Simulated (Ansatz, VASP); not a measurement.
One calculation of TaBe2P3, two programs

Contents of INCAR:

```
SYSTEM = TaBe2P3
  ALGO = Normal
  EDIFF = 1E-6
  ENCUT = 520
  GGA = PE
  ISIF = 2
  ISMEAR = 0
  LASPH = .TRUE.
  LCHARG = .TRUE.
  LELF = .TRUE.
  LREAL = .FALSE.
  LVHAR = .TRUE.
  LWAVE = .FALSE.
  NBANDS = 24
  NELM = 60
  PREC = Accurate
  SIGMA = 0.1
```

The input KPOINTS:

```
k-points
0
G
  6 6 2
  0 0 0
```

Contents of POSCAR:

```
TaBe2P3
1.0
    3.2786925700      0.0000000000      0.0000000000
   -1.6393462800      2.8394310500      0.0000000000
    0.0000000000      0.0000000000      8.0364542000
Ta Be P
1 2 3
Direct
    0.0000000000      0.0000000000      0.5000000000
    0.3333333300      0.6666666700      0.8619710200
    0.6666666700      0.3333333300      0.1380289800
    0.6666666700      0.3333333300      0.7239420400
    0.0000000000      0.0000000000      0.0000000000
    0.3333333300      0.6666666700      0.2760579600
```

Input for Ansatz:

```yaml
crystal:
  lattice:
    - [3.27869257, 0.0, 0.0]
    - [-1.63934628, 2.83943105, 0.0]
    - [0.0, 0.0, 8.0364542]
  atoms:
    - { symbol: Ta, position: [0.0, 0.0, 0.5] }
    - { symbol: Be, position: [0.33333333, 0.66666667, 0.86197102] }
    - { symbol: Be, position: [0.66666667, 0.33333333, 0.13802898] }
    - { symbol: P, position: [0.66666667, 0.33333333, 0.72394204] }
    - { symbol: P, position: [0.0, 0.0, 0.0] }
    - { symbol: P, position: [0.33333333, 0.66666667, 0.27605796] }
basis:
  ecutwfc: 420
kpoints:
  mp_grid: { grid: [6, 6, 2] }
hamiltonian:
  xc: pbe
scf:
  occupations: { method: gaussian, width: 0.1 }
  lower_state_search: "off"
output:
  forces: true
  stress: true
  eigenvalues: true
```

Alike in both runs: task single point; functional PBE; k mesh 6 × 6 × 2; occupations gaussian, width 0.1 eV; no spin polarisation.

|  | VASP | Ansatz |
| --- | --- | --- |
| version | VASP 6.6.1 | Ansatz 0.2.0 |
| potentials or method | VASP PAW PBE potentials, release 64 (Ta_pv, Be, P), cutoff 520 eV | scalar-relativistic, plane waves, PAW |
| valence electrons in the cell | 30 | 32 |

VASP gave:

```
gap on the k mesh at the Fermi level (eV)                     : none
pressure (GPa)                                                : 10.9
traceless stress, the component that is largest in VASP (GPa) : 5.10
rms of the force components (eV/Å)                            : 0.775
```

Problem. Estimate Ansatz's values.

Solution. gap on the k mesh at the Fermi level (eV): none; pressure (GPa): 10.9; traceless stress, the component that is largest in VASP (GPa): 5.06; rms of the force components (eV/Å): 0.778.

Atom by atom the forces differ by 0.002 eV/Å (rms over components). A gap of «none» marks a metal or a gap that the smearing closes. The functional is the same, so the differences come from potentials, cutoffs and numerics. VASP's potentials hold 30 valence electrons a cell and Ansatz's 32, so a difference there can come from the potentials and not from the codes.

The k mesh is coarse, so the values compare programs but aren't converged. Spin-orbit coupling is off throughout.
